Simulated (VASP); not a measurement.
# Ni (Pm-3m) in VASP: a series of runs, part 2 of 2

VASP 6.6.1. The steps go on from the part before.

## (4) Single point, PBE

This run uses another cell than the first one, of 13.07 Å³/atom.

Contents of INCAR:

```
SYSTEM = Ni
PREC = Accurate ; ENCUT = 520
EDIFF = 1E-6 ; ISMEAR = -1
SIGMA = 0.06122561905347299 ; LREAL = .False.
LASPH = .True. ; NELM = 80
ALGO = Normal ; ISIF = 2
LWAVE = .False. ; LCHARG = .False.
GGA = PE ; NBANDS = 11
```

Contents of KPOINTS:

```
Automatic mesh
0
Gamma
  46 46 46
  0 0 0
```

Contents of POSCAR:

```
Ni
1.0
    2.3554189118      0.0000000000      0.0000000000
    0.0000000000      2.3554189118      0.0000000000
    0.0000000000      0.0000000000      2.3554189118
Ni
1
Direct
    0.0000000000      0.0000000000      0.0000000000
```

Potentials or basis: VASP PAW PBE potentials, release 64 (Ni).

Started as:

```
> cat potpaw_PBE.64/Ni/POTCAR > POTCAR
> mpirun -np 1 vasp_std > vasp.out
```

OUTCAR:

```text
SYSTEM = Ni
   PREC = Accurate
   ENCUT = 520
   EDIFF = 1E-6
   ISMEAR = -1
   LREAL = .False.
   LASPH = .True.
   NELM = 80
   ISIF = 2
   GGA = PE

 ion  position               nearest neighbor table
   1  0.000  0.000  0.000-

  LATTYP: Found a simple cubic cell.
 ALAT       =     2.3554189118

  Lattice vectors:

 A1 = (   2.3554189118,   0.0000000000,   0.0000000000)
 A2 = (   0.0000000000,   2.3554189118,   0.0000000000)
 A3 = (   0.0000000000,   0.0000000000,   2.3554189118)

Analysis of symmetry for initial positions (statically):
=====================================================================
 Subroutine PRICEL returns:
 Original cell was already a primitive cell.

 Routine SETGRP: Setting up the symmetry group for a
 simple cubic supercell.

 Subroutine GETGRP returns: Found 48 space group operations
 (whereof 48 operations were pure point group operations)
 out of a pool of 48 trial point group operations.

The static configuration has the point symmetry O_h .

Analysis of symmetry for dynamics (positions and initial velocities):
[... 164 lines left out ...]
 k-point     1 :       0.0000    0.0000    0.0000
  band No.  band energies     occupation
      1      -0.7258      2.00000
      2       3.8328      2.00000
      3       3.8328      2.00000
      4       6.9880      0.54978
      5       6.9880      0.54978
      6       6.9880      0.54978
      7      26.0360      0.00000
      8      26.0360      0.00000
      9      26.0360      0.00000
     10      29.7635      0.00000
     11      29.7635      0.00000
[... 309 lines left out ...]
 k-point    24 :       0.5000    0.0000    0.0000
  band No.  band energies     occupation
      1       3.3736      2.00000
      2       4.2446      2.00000
      3       5.9975      2.00000
      4       5.9975      2.00000
      5       6.0871      2.00000
      6       7.0749      0.16803
      7      10.6183      0.00000
      8      31.1256      0.00000
      9      33.1227      0.00000
     10      33.1227      0.00000
     11      33.1370      0.00000

 [... further k-points ...]

------------------------ aborting loop because EDIFF is reached ----------------------------------------

  FORCE on cell =-STRESS in cart. coord.  units (eV):
  Direction    XX          YY          ZZ          XY          YZ          ZX
  --------------------------------------------------------------------------------------
  -------------------------------------------------------------------------------------
  Total       -0.4277854     -0.4277854     -0.4277854      0.0000000     -0.0000000      0.0000000
  in kB      -52.4483740    -52.4483740    -52.4483740      0.0000000     -0.0000000      0.0000000
  external PRESSURE =     -52.4483740 kB  Pullay stress =       0.0000000 kB

 VOLUME and BASIS-vectors are now :
 -----------------------------------------------------------------------------
  energy-cutoff  :      520.00
  volume of cell :       13.07
      direct lattice vectors                 reciprocal lattice vectors
     2.355418912  0.000000000  0.000000000     0.424552930  0.000000000  0.000000000
     0.000000000  2.355418912  0.000000000     0.000000000  0.424552930  0.000000000
     0.000000000  0.000000000  2.355418912     0.000000000  0.000000000  0.424552930

 POSITION                                       TOTAL-FORCE (eV/Angst)
 -----------------------------------------------------------------------------------
      0.00000      0.00000      0.00000         0.000000      0.000000      0.000000
 -----------------------------------------------------------------------------------
    total drift:                                0.000000      0.000000      0.000000

  FREE ENERGIE OF THE ION-ELECTRON SYSTEM (eV)
  ---------------------------------------------------
  free  energy   TOTEN  =        -4.7636817416 eV

  energy  without entropy=       -4.7306209492  energy(sigma->0) =       -4.74715135
```

OSZICAR:

```text
N       E                     dE             d eps       ncg     rms          rms(c)
DAV:   1     0.304390023576E+02    0.30439E+02   -0.49515E+03 58506   0.118E+03
DAV:   2    -0.452950111579E+01   -0.34969E+02   -0.33256E+02 59072   0.167E+02
DAV:   3    -0.554762674504E+01   -0.10181E+01   -0.10026E+01 65460   0.335E+01
DAV:   4    -0.555677909602E+01   -0.91524E-02   -0.91489E-02 63930   0.289E+00
DAV:   5    -0.555698179308E+01   -0.20270E-03   -0.20269E-03 64930   0.416E-01    0.799E+00
DAV:   6    -0.521238886610E+01    0.34459E+00   -0.13731E+01 66158   0.509E+01    0.652E+00
DAV:   7    -0.477478425165E+01    0.43760E+00   -0.31704E+00 65840   0.226E+01    0.128E+00
DAV:   8    -0.476505797755E+01    0.97263E-02   -0.11488E-02 78222   0.891E-01    0.413E-01
DAV:   9    -0.476366888534E+01    0.13891E-02   -0.32870E-03 78940   0.441E-01    0.710E-02
DAV:  10    -0.476368119121E+01   -0.12306E-04   -0.47869E-05 60050   0.837E-02    0.143E-02
DAV:  11    -0.476368174164E+01   -0.55044E-06   -0.15870E-06 44332   0.106E-02
   1 F= -.47636817E+01 E0= -.47471513E+01  d E =-.330608E-01
```

Run time: 3.1 min. Hardware: 1 thread of Intel Xeon Platinum 8259CL at 2.50GHz (Skylake/Cascade Lake), shared host; peak memory 0.45 GiB.

What came out:

```
Free energy            : -4.7637 eV
Pressure               : -5.2 GPa
Band gap on the k mesh : zero (bands 5 and 6 overlap by 1.20 eV)
```

Caveat: the cell stands under tension; the run has no spin polarisation, though such a crystal can be magnetic. Spin polarisation is off, so any magnetic state and its effect on volume and gap are missing.

## (5) Summary

```tsv
cell	gap on the mesh (eV)	pressure (GPa)
a = 2.325 Å, 1 atom	none	-0.1
a = 2.340 Å, 1 atom	none	-2.9
a = 2.355 Å, 1 atom	none	-5.2
```

Alike in all rows: task single point; level PBE; potentials or basis VASP PAW PBE potentials, release 64 (Ni); no spin polarisation; k mesh 46 × 46 × 46; cutoff (eV) 520; smearing fermi-dirac 0.0612256 eV.

Caveats: the run has no spin polarisation, though such a crystal can be magnetic; the cell stands under tension (at least some runs).

Absolute energies hang on the potentials; compare differences alone.
